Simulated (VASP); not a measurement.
Write the native input for VASP 6.6.1 that does the following.

- Task: single point
- Functional: LDA
- Potentials or basis: VASP PAW LDA potentials, release 64 (Al)
- Cutoff: 520 eV
- k mesh: 13 × 13 × 13
- Occupations: fermi-dirac, width 0.1 eV
- Spin: no spin polarisation
- Dipole correction: no
- Further INCAR settings: ALGO = Normal; EDIFF = 1e-07; NBANDS = 8

The structure of Al lies in POSCAR:

```
Al
1.0
   -1.6121584934      1.6121584934      1.6121584934
    1.6121584934     -1.6121584934      1.6121584934
    1.6121584934      1.6121584934     -1.6121584934
Al
1
Direct
    0.0000000000      0.0000000000      0.0000000000
```

One way to write it, as run:

INCAR

```
SYSTEM = Al
PREC = Accurate
ENCUT = 520
EDIFF = 1E-7
ISMEAR = -1
SIGMA = 0.1
LREAL = .FALSE.
LASPH = .TRUE.
NELM = 100
ALGO = Normal
ISIF = 2
LWAVE = .FALSE.
LCHARG = .FALSE.
GGA = CA
NBANDS = 8
```

KPOINTS

```
Automatic mesh
0
G
  13 13 13
  0 0 0
```

Potentials or basis: VASP PAW LDA potentials, release 64 (Al).

Command:

```sh
$ cat potpaw_LDA.64/Al/POTCAR > POTCAR
$ mpirun -np 1 vasp_std > vasp.out
```

It gave:

```
Pressure : -2.5 GPa
```

Run time: 5 s on 1 thread of Intel(R) Xeon(R) Platinum 8488C (Sapphire Rapids) (shared host), peak memory 0.12 GiB.
